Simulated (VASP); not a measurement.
# MgO: single point with HSE06

MgO:

```
CELL_PARAMETERS angstrom
0.00000 2.10055 2.10055
2.10055 0.00000 2.10055
2.10055 2.10055 0.00000
ATOMIC_POSITIONS crystal
Mg 0.00000 0.00000 0.00000
O 0.50000 0.50000 0.50000
```

| Property | Result |
| --- | --- |
| Program | VASP 6.6.1 |
| Task | single point |
| Functional | HSE06 |
| Potentials or basis | VASP PAW PBE potentials, release 64 (Mg, O) |
| Cutoff | 520 eV |
| k mesh | 6 × 6 × 6 |
| Occupations | fermi-dirac, width 0.05 eV |
| Spin | no spin polarisation |
| Dipole correction | no |
| Grid for exact exchange (PRECFOCK) | Normal |
| Further INCAR settings | ALGO = Normal; EDIFF = 1e-07; NBANDS = 11 |
| Share of exact exchange | 0.25 |
| Screening parameter | 0.2079 1/Å |

```yaml
Pressure: -0.3 GPa
Band_gap_on_the_k_mesh: 6.52 eV
```

Levels at points of the mesh, in eV from the valence-band top:
```csv
k point,band 1,band 2,band 3,band 4,band 5,band 6,band 7,band 8,band 9
"(0.00, 0.00, 0.00)",-18.86,0.00,0.00,0.00,6.52,17.80,17.80,17.80,21.75
"(0.50, 0.00, 0.00)",-17.50,-4.97,-0.72,-0.72,9.72,14.96,18.40,18.40,23.16
"(0.50, 0.50, 0.00)",-17.22,-4.42,-1.48,-1.48,10.86,11.94,15.45,21.49,21.49
```

It took 9 min on 1 thread of Intel(R) Xeon(R) Platinum 8259CL CPU @ 2.50GHz (Skylake/Cascade Lake), on a shared host, peak memory 0.25 GiB.

Caveat: the k points lie up to 0.43 Å⁻¹ apart; the PAW data sets were made with another functional, which shifts forces and pressure a little.
